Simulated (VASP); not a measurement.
# Sc (P6_3/mmc) in VASP: single point with PBE

Aim: the single point of Sc with PBE.

Everything below comes from runs of VASP 6.6.1. Logs are shortened: lines on timing, memory, paths and dates and some standing lists are left out, and cuts for length are marked.

### Step 1. The cell of the first run

The structure is hexagonal, space group P6_3/mmc (No. 194). The conventional cell has a = 3.309 Å, b = 3.309 Å, c = 5.273 Å, α = 90.00°, β = 90.00°, γ = 120.00°. Sc (site symmetry -6m2) has 12 Sc at 3.26 to 3.31 Å within 4.3 Å.

### Step 2. Single point, PBE

Contents of INCAR:

```
  PREC = Accurate
  ENCUT = 520
  EDIFF = 1E-7
  ISMEAR = 0
  SIGMA = 0.05
  LREAL = False
  LASPH = True
  NELM = 60
  ALGO = Normal
  ISIF = 2
  LWAVE = False
  LCHARG = False
  GGA = PE
  NBANDS = 18
```

Contents of KPOINTS:

```
Automatic mesh
0
Gamma
  18 18 8
```

Contents of POSCAR:

```
Sc
1.0
    3.3090000000      0.0000000000      0.0000000000
   -1.6545000000      2.8656780600      0.0000000000
    0.0000000000      0.0000000000      5.2733000000
Sc
2
Direct
    0.3333333300      0.6666666700      0.2500000000
    0.6666666700      0.3333333300      0.7500000000
```

Potentials or basis: VASP PAW PBE potentials, release 64 (Sc_sv).

Run with:

```
$ cat potpaw_PBE.64/Sc_sv/POTCAR > POTCAR
$ mpirun -np 1 vasp_std > vasp.out
```

OUTCAR:

```text
PREC = Accurate
   ENCUT = 520
   EDIFF = 1E-7
   ISMEAR = 0
   LREAL = False
   LASPH = True
   NELM = 60
   ISIF = 2
   GGA = PE

 ion  position               nearest neighbor table
   1  0.333  0.667  0.250-   2 3.26   2 3.26   2 3.26   2 3.26   2 3.26   2 3.26
   2  0.667  0.333  0.750-   1 3.26   1 3.26   1 3.26   1 3.26   1 3.26   1 3.26

  LATTYP: Found a hexagonal cell.
 ALAT       =     3.3090000000
 C/A-ratio  =     1.5936234512

  Lattice vectors:

 A1 = (   3.3090000000,   0.0000000000,   0.0000000000)
 A2 = (  -1.6545000000,   2.8656780600,   0.0000000000)
 A3 = (   0.0000000000,   0.0000000000,   5.2733000000)

Analysis of symmetry for initial positions (statically):
=====================================================================
 Subroutine PRICEL returns:
 Original cell was already a primitive cell.

 Routine SETGRP: Setting up the symmetry group for a
 hexagonal supercell.

 Subroutine GETGRP returns: Found 24 space group operations
 (whereof 12 operations were pure point group operations)
 out of a pool of 24 trial point group operations.

The static configuration has the point symmetry D_3d.
 The point group associated with its full space group is D_6h.

Analysis of symmetry for dynamics (positions and initial velocities):
=====================================================================
 Subroutine PRICEL returns:
 Original cell was already a primitive cell.

 Routine SETGRP: Setting up the symmetry group for a
 hexagonal supercell.

 Subroutine GETGRP returns: Found 24 space group operations
 (whereof 12 operations were pure point group operations)
 out of a pool of 24 trial point group operations.

The dynamic configuration has the point symmetry D_3d.
 The point group associated with its full space group is D_6h.

 Subroutine INISYM returns: Found 24 space group operations
 (whereof 12 operations are pure point group operations),
 and found     1 'primitive' translations

----------------------------------------------------------------------------------------

                                     Primitive cell

  volume of cell :      50.0042

  direct lattice vectors                    reciprocal lattice vectors
     3.309000000  0.000000000  0.000000000     0.302206105  0.174478776  0.000000000
    -1.654500000  2.865678060  0.000000000     0.000000000  0.348957552  0.000000000
     0.000000000  0.000000000  5.273300000     0.000000000  0.000000000  0.189634574

  length of vectors
     3.309000000  3.308999999  5.273300000     0.348957552  0.348957552  0.189634574

  position of ions in fractional coordinates (direct lattice)
     0.333333330  0.666666670  0.250000000
     0.666666670  0.333333330  0.750000000

  ion indices of the primitive-cell ions
   primitive index   ion index
                 1           1
                 2           2

----------------------------------------------------------------------------------------

 KPOINTS: Automatic mesh

Automatic generation of k-mesh.
 Grid dimensions read from file:
 generate k-points for:   18   18    8

 Generating k-lattice:

  Cartesian coordinates                     Fractional coordinates (reciprocal lattice)
     0.016789228  0.009693265  0.000000000     0.055555556 -0.000000000  0.000000000
     0.000000000  0.019386531  0.000000000     0.000000000  0.055555556  0.000000000
     0.000000000  0.000000000  0.023704322     0.000000000  0.000000000  0.125000000

  Length of vectors
     0.019386531  0.019386531  0.023704322

  Shift w.r.t. Gamma in fractional coordinates (k-lattice)
     0.000000000  0.000000000  0.000000000

 Subroutine IBZKPT returns following result:
 ===========================================

 Found    185 irreducible k-points:

 Following reciprocal coordinates:
            Coordinates               Weight
  0.000000  0.000000  0.000000      1.000000
  0.055556 -0.000000  0.000000      6.000000
  0.111111 -0.000000  0.000000      6.000000
  0.166667  0.000000  0.000000      6.000000
  0.222222  0.000000  0.000000      6.000000
  0.277778  0.000000  0.000000      6.000000
[... 16 lines left out ...]
  0.333333  0.111111  0.000000     12.000000
  0.388889  0.111111  0.000000     12.000000
 [... further k-points ...]
   k-points           NKPTS =    185   k-points in BZ     NKDIM =    185   number of bands    NBANDS=     18
   number of dos      NEDOS =    301   number of ions     NIONS =      2
   total plane-waves  NPLWV =  31360
   dimension x,y,z NGX =    28 NGY =   28 NGZ =   40
   dimension x,y,z NGXF=    56 NGYF=   56 NGZF=   80
   ions per type =               2
   NGX,Y,Z   is equivalent  to a cutoff of  14.07, 14.07, 12.61 a.u.
   NGXF,Y,Z  is equivalent  to a cutoff of  28.13, 28.13, 25.22 a.u.
 SYSTEM =  unknown system
   PREC   = accura    normal or accurate (medium, high low for compatibility)
   ISTART =      0    job   : 0-new  1-cont  2-samecut
   ICHARG =      2    charge: 1-file 2-atom 10-const
   ISPIN  =      1    spin polarized calculation?
   LNONCOLLINEAR =      F non collinear calculations
   LSORBIT =      F    spin-orbit coupling
   LASPH  =      T    aspherical Exc in radial PAW
   ENCUT  =  520.0 eV  38.22 Ry    6.18 a.u.   6.15  6.15  9.80*2*pi/ulx,y,z
   NELM   =     60;   NELMIN=  2; NELMDL= -5     # of ELM steps
   EDIFF  = 0.1E-06   stopping-criterion for ELM
   LREAL  =      F    real-space projection
   EDIFFG = 0.1E-05   stopping-criterion for IOM
   NSW    =      0    number of steps for IOM
   IBRION =     -1    ionic relax: 0-MD 1-quasi-New 2-CG
   NFREE  =      0    steps in history (QN), initial steepest desc. (CG)
   ISIF   =      2    stress and relaxation
   ISYM   =      2    0-nonsym 1-usesym 2-fastsym
   POTIM  = 0.5000    time-step for ionic-motion
   TEBEG  =    0.0;   TEEND  =   0.0 temperature during run
   PSTRESS=    0.0 pullay stress
   NELECT =      22.0000    total number of electrons
   NUPDOWN=      -1.0000    fix difference up-down
   EMIN   =  10.00;   EMAX   =-10.00  energy-range for DOS
   EFERMI =   0.00;   METHOD = LEGACY
   ISMEAR =     0;   SIGMA  =   0.05  broadening in eV -4-tet -1-fermi 0-gaus
   EFERMI_NEDOS =   21; number of points for ismear=-14 and -15
   IALGO  =     38    algorithm
   IMIX   =      4    mixing-type and parameters
     AMIX     =   0.40;   BMIX     =  1.00
     AMIX_MAG =   1.60;   BMIX_MAG =  1.00
  volume/ion in A,a.u.               =      25.00       168.72
  Fermi-wavevector in a.u.,A,eV,Ry     =   1.245127  2.352948 21.093660  1.550340
  Thomas-Fermi vector in A             =   2.379363
   LORBIT       =      0    0 simple, 1 ext, 2 COOP (PROOUT), +10 PAW based schemes
   GGA     = PE    functional components
   LHFCALC =     F    Hartree Fock is set to
   AEXX    =    0.0000 exact exchange contribution
   IVDW    =     0    specifies the selected vdW correction
   LEPSILON=     F    determine dielectric tensor
   LRPA    =     F    only Hartree local field effects (RPA)
 non-spin polarized calculation
 Gauss-broadening in eV      SIGMA  =   0.05
  energy-cutoff  :      520.00
  volume of cell :       50.00
 maximum number of plane-waves:      1387
 NGX is ok and might be reduce to    28
   NGX = 13   NGY = 13   NGZ = 19

 number of electron      22.0000000 magnetization

 Free energy of the ion-electron system (eV)
  ---------------------------------------------------
  ext. energy  EPLUGINS =         0.00000000
  ---------------------------------------------------
  free energy    TOTEN  =       -12.49428442 eV

  energy without entropy =      -12.48903030  energy(sigma->0) =      -12.49165736

 E-fermi :   3.6024     XC(G=0):  -9.8210

 val. band max:        3.6004586715   @ k =   0.2778   0.1111   0.0000
 cond. band min:       3.6054252314   @ k =   0.3889   0.2222   0.3750
 fundamental gap:      0.0049665599
 Fermi energy:         3.6023772968

 k-point     1 :       0.0000    0.0000    0.0000
  band No.  band energies     occupation
      1     -45.8591      2.00000
      2     -45.7980      2.00000
      3     -24.6634      2.00000
      4     -24.3426      2.00000
      5     -24.3426      2.00000
      6     -24.2863      2.00000
[... 10 lines left out ...]
     17       5.9613      0.00000
     18       5.9613      0.00000

 k-point     2 :       0.0556   -0.0000    0.0000
  band No.  band energies     occupation
      1     -45.8577      2.00000
      2     -45.7974      2.00000
      3     -24.6596      2.00000
      4     -24.3505      2.00000
      5     -24.3453      2.00000
      6     -24.2945      2.00000
[... 10 lines left out ...]
     17       5.9016      0.00000
     18       5.9195      0.00000

 k-point     3 :       0.1111   -0.0000    0.0000
  band No.  band energies     occupation
      1     -45.8536      2.00000
      2     -45.7958      2.00000
      3     -24.6484      2.00000
      4     -24.3733      2.00000
      5     -24.3528      2.00000
      6     -24.3182      2.00000
[... 10 lines left out ...]
     17       5.7719      0.00000
     18       5.8084      0.00000

 k-point     4 :       0.1667    0.0000    0.0000
  band No.  band energies     occupation
      1     -45.8472      2.00000
      2     -45.7934      2.00000
      3     -24.6306      2.00000
      4     -24.4085      2.00000
      5     -24.3640      2.00000
      6     -24.3539      2.00000
[... 10 lines left out ...]
     17       5.7901      0.00000
     18       5.9780      0.00000

 k-point     5 :       0.2222    0.0000    0.0000
  band No.  band energies     occupation
      1     -45.8391      2.00000
      2     -45.7906      2.00000
      3     -24.6073      2.00000
      4     -24.4519      2.00000
      5     -24.3968      2.00000
      6     -24.3774      2.00000
[... 10 lines left out ...]
     17       6.0246      0.00000
     18       6.2456      0.00000

 k-point     6 :       0.2778    0.0000    0.0000
  band No.  band energies     occupation
      1     -45.8302      2.00000
      2     -45.7881      2.00000
      3     -24.5802      2.00000
      4     -24.4984      2.00000
      5     -24.4414      2.00000
      6     -24.3913      2.00000
[... 10 lines left out ...]
     17       6.3108      0.00000
     18       6.5523      0.00000

 k-point     7 :       0.3333   -0.0000    0.0000
  band No.  band energies     occupation
      1     -45.8212      2.00000
      2     -45.7862      2.00000
      3     -24.5513      2.00000
      4     -24.5423      2.00000
      5     -24.4825      2.00000
      6     -24.4041      2.00000
[... 10 lines left out ...]
     17       6.6766      0.00000
     18       6.8694      0.00000

 k-point     8 :       0.3889    0.0000    0.0000
  band No.  band energies     occupation
      1     -45.8133      2.00000
      2     -45.7853      2.00000
      3     -24.5783      2.00000
      4     -24.5236      2.00000
      5     -24.5154      2.00000
      6     -24.4144      2.00000
[... 10 lines left out ...]
     17       7.0779      0.00000
     18       7.1707      0.00000
[... 229 lines left out ...]
     17       5.7919      0.00000
     18       6.1611      0.00000

 k-point    20 :       0.1667    0.1111    0.0000
  band No.  band energies     occupation
      1     -45.8359      2.00000
      2     -45.7897      2.00000
      3     -24.5977      2.00000
      4     -24.4549      2.00000
      5     -24.4307      2.00000
      6     -24.3694      2.00000
[... 10 lines left out ...]
     17       6.0960      0.00000
     18       6.4616      0.00000

 k-point    21 :       0.2222    0.1111    0.0000
  band No.  band energies     occupation
      1     -45.8273      2.00000
      2     -45.7874      2.00000
      3     -24.5713      2.00000
      4     -24.4968      2.00000
      5     -24.4633      2.00000
      6     -24.3902      2.00000
[... 10 lines left out ...]
     17       6.4610      0.00000
     18       6.7997      0.00000

 k-point    22 :       0.2778    0.1111    0.0000
  band No.  band energies     occupation
      1     -45.8188      2.00000
      2     -45.7858      2.00000
      3     -24.5430      2.00000
      4     -24.5376      2.00000
      5     -24.4919      2.00000
      6     -24.4102      2.00000
[... 10 lines left out ...]
     17       6.8247      0.00000
     18       7.1589      0.00000

 k-point    23 :       0.3333    0.1111    0.0000
  band No.  band energies     occupation
      1     -45.8111      2.00000
      2     -45.7852      2.00000
      3     -24.5711      2.00000
      4     -24.5155      2.00000
      5     -24.5150      2.00000
      6     -24.4263      2.00000
[... 10 lines left out ...]
     17       7.1231      0.00000
     18       7.4622      0.00000

 k-point    24 :       0.3889    0.1111    0.0000
  band No.  band energies     occupation
      1     -45.8054      2.00000
      2     -45.7854      2.00000
      3     -24.5929      2.00000
      4     -24.5300      2.00000
      5     -24.4934      2.00000
      6     -24.4367      2.00000
[... 10 lines left out ...]
     17       7.3021      0.00000
     18       7.4461      0.00000

 [... further k-points ...]
[... 5 lines left out ...]
  --------------------------------------------------------------------------------------
  -------------------------------------------------------------------------------------
  Total       -0.0485242     -0.0485242     -0.5868750      0.0000000     -0.0000000      0.0000000
  in kB       -1.5547578     -1.5547578    -18.8039695      0.0000000     -0.0000000      0.0000000
  external PRESSURE =      -7.3044950 kB  Pullay stress =       0.0000000 kB

 VOLUME and BASIS-vectors are now :
 -----------------------------------------------------------------------------
  energy-cutoff  :      520.00
  volume of cell :       50.00
      direct lattice vectors                 reciprocal lattice vectors
     3.309000000  0.000000000  0.000000000     0.302206105  0.174478776  0.000000000
    -1.654500000  2.865678060  0.000000000     0.000000000  0.348957552  0.000000000
     0.000000000  0.000000000  5.273300000     0.000000000  0.000000000  0.189634574

 POSITION                                       TOTAL-FORCE (eV/Angst)
 -----------------------------------------------------------------------------------
     -0.00000      1.91045      1.31832         0.000000     -0.000000      0.000000
      1.65450      0.95523      3.95498        -0.000000      0.000000      0.000000
 -----------------------------------------------------------------------------------
    total drift:                               -0.000006      0.000003     -0.000000

  FREE ENERGIE OF THE ION-ELECTRON SYSTEM (eV)
  ---------------------------------------------------
  free  energy   TOTEN  =       -12.4942844246 eV

  energy  without entropy=      -12.4890303027  energy(sigma->0) =      -12.49165736
```

It took 2.3 min on 1 thread of Intel Xeon Platinum 8259CL at 2.50GHz (Skylake/Cascade Lake), shared host; peak memory 0.28 GiB.

Results:

| Property | Result |
| --- | --- |
| Free energy | -12.4943 eV |
| Pressure | -0.7 GPa |
| Band gap on the k mesh | zero (bands 11 and 12 overlap by 1.35 eV) |

Stress tensor (GPa, compression positive):
```
-0.16  0.00  0.00
 0.00 -0.16  0.00
 0.00  0.00 -1.88
```

Levels at points of the mesh, in eV from the Fermi level:
```tsv
k point	band 7	band 8	band 9	band 10	band 11	band 12	band 13	band 14	band 15	band 16
(0.00, 0.00, 0.00)	-27.89	-27.87	-5.11	-1.66	0.42	1.59	1.59	1.70	2.00	2.00
(0.50, 0.00, 0.00)	-27.97	-27.93	-1.59	-1.04	-0.68	-0.30	1.20	1.40	1.75	3.73
(0.00, 0.00, 0.50)	-27.92	-27.92	-3.63	-3.63	0.88	0.88	1.53	1.53	1.53	1.53
(0.50, 0.00, 0.50)	-27.97	-27.97	-1.46	-1.46	0.04	0.04	1.24	1.24	2.38	2.38
```
